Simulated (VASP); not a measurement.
Set up this calculation in VASP 6.6.1, as the native input.

- Task: single point
- Functional: PBE
- Potentials or basis: VASP PAW PBE potentials, release 64 (Tc_pv, B)
- Cutoff: 420 eV
- k mesh: 4 × 3 × 4
- Occupations: fermi-dirac, width 0.15 eV
- Spin: no spin polarisation
- Dipole correction: no
- Further INCAR settings: ALGO = Normal; EDIFF = 1e-06; NBANDS = 92

The structure of Tc12B (a cell with a defect) lies in POSCAR:

```
Tc12B
1.0
    5.4800000000      0.0000000000      0.0000000000
   -4.1100000000      7.1187290000      0.0000000000
    0.0000000000      0.0000000000      4.3949600000
Tc B
12 1
Direct
    0.0138490629      0.0015997238     -0.0266725977
    0.1694701784      0.2713466126      0.5241290023
   -0.0119971743      0.3368444002      0.0073454593
    0.1806896870      0.5592183661      0.4901300581
   -0.0035732545      0.6597950280      0.0057652402
    0.1997844519      0.8484247680      0.5246596101
    0.5202324843      0.0037484219      0.0044209731
    0.6530330506      0.2212109774      0.5081661722
    0.4988225251      0.3379039994      0.0069855016
    0.6788523377      0.5595785427      0.4974859839
    0.5128822025      0.6721079002     -0.0070592224
    0.7116005157      0.9021118798      0.4876151319
    0.2092578656      0.0692301954      0.3953517211
```

One way to write it, as run:

INCAR

```
SYSTEM = Tc12B
ALGO = Normal
EDIFF = 1E-6
ENCUT = 420
GGA = PE
GGA_COMPAT = .FALSE.
ISIF = 2
ISMEAR = -1
LASPH = .TRUE.
LCHARG = .FALSE.
LREAL = .FALSE.
LWAVE = .FALSE.
NBANDS = 92
NELM = 120
PREC = Accurate
SIGMA = 0.15
```

KPOINTS

```
k-points
0
G
  4 3 4
  0 0 0
```

Potentials or basis: VASP PAW PBE potentials, release 64 (Tc_pv, B).

The run is started by

```console
$ cat potpaw_PBE.64/Tc_pv/POTCAR potpaw_PBE.64/B/POTCAR > POTCAR
$ mpirun -np 1 vasp_std > vasp.out
```

Results of the run:

```
Pressure               : 20.5 GPa
Largest force          : 1.916 eV/Å
Band gap on the k mesh : zero (an odd number of electrons rules out a gap without spin polarisation)
```

It took 16 min on 1 thread of Intel Xeon 8259CL (shared host), peak memory 0.36 GiB.
